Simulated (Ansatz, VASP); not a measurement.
**One calculation of Ba2SnF6, two programs**

```
Ba Sn F
1.0
     0.00000    4.66023    4.66023
     4.66023    0.00000    4.66023
     4.66023    4.66023    0.00000
Ba Sn F
2 1 6
Direct
  0.25000 0.25000 0.25000
  0.75000 0.75000 0.75000
  0.50000 0.50000 0.50000
  0.19563 0.80437 0.80437
  0.80437 0.19563 0.19563
  0.80437 0.19563 0.80437
  0.19563 0.80437 0.19563
  0.80437 0.80437 0.19563
  0.19563 0.19563 0.80437
```

Alike in both runs: task relaxation of cell and atoms; functional PBE; k mesh 4 × 4 × 4; occupations gaussian, width 0.1 eV; no spin polarisation.

```csv
,VASP,Ansatz
version,VASP 6.6.1,Ansatz 0.2.0
potentials or method,"VASP PAW PBE potentials, release 64 (Ba_sv, Sn_d, F), cutoff 600 eV","scalar-relativistic, plane waves, PAW"
valence electrons in the cell,76,76
```

|  | VASP | Ansatz | Ansatz less VASP |
| --- | --- | --- | --- |
| gap on the k mesh at the Fermi level, each at its own relaxed structure (eV) | 2.30 | 2.32 | +0.019 |
| relaxed volume (Å³/atom) | 18.38 | 18.37 | -0.011 |
| relaxed cell length with the largest relative difference (Å) | 6.162 | 6.161 | -0.0012 |

Spin-orbit coupling is off throughout. Noted on VASP's run: the volume moved by over 15 % at a fixed basis, so the end points are rough.
